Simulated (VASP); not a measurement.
## Mo: single point with LDA

Mo:

```
Mo
1.0
    -2.51822    1.74069    1.74069
     1.74069   -2.51822    1.74069
     1.74069    1.74069   -2.51822
Mo
1
Direct
  0.00000 0.00000 0.00000
```

| Property | Result |
| --- | --- |
| Program | VASP 6.6.1 |
| Task | single point |
| Functional | LDA |
| Potentials or basis | VASP PAW LDA potentials, release 64 (Mo_sv) |
| Cutoff | 520 eV |
| k mesh | 22 × 22 × 22 |
| Occupations | gaussian, width 0.15 eV |
| Spin | no spin polarisation |

```json
{
 "Pressure": "218.0 GPa",
 "Band gap on the k mesh": "zero (bands 7 and 8 overlap by 6.27 eV)"
}
```

Stress tensor (GPa, compression positive):
```
218.03 230.98 230.98
230.98 218.03 230.98
230.98 230.98 218.03
```

Levels at points of the mesh, in eV from the Fermi level:
| k point | band 5 | band 6 | band 7 | band 8 | band 9 | band 10 |
| --- | --- | --- | --- | --- | --- | --- |
| (0.00, 0.00, 0.00) | -9.47 | -4.12 | -4.12 | -2.66 | 8.21 | 13.51 |
| (0.50, 0.00, 0.00) | -9.68 | -9.45 | 3.12 | 3.68 | 6.35 | 7.48 |
| (0.50, 0.50, 0.00) | -7.79 | -4.99 | -2.05 | -1.23 | 3.66 | 7.31 |
| (0.50, 0.50, 0.50) | -9.74 | -9.74 | 3.61 | 3.61 | 9.05 | 11.83 |

Wall time 3.2 min on 1 thread of AMD EPYC 9R45 96-Core Processor (Zen 5) (shared host), peak memory 0.29 GiB.

Caveat: atoms lie so close that the PAW spheres overlap strongly, which falsifies energies and pressures; the cell stands under pressure.
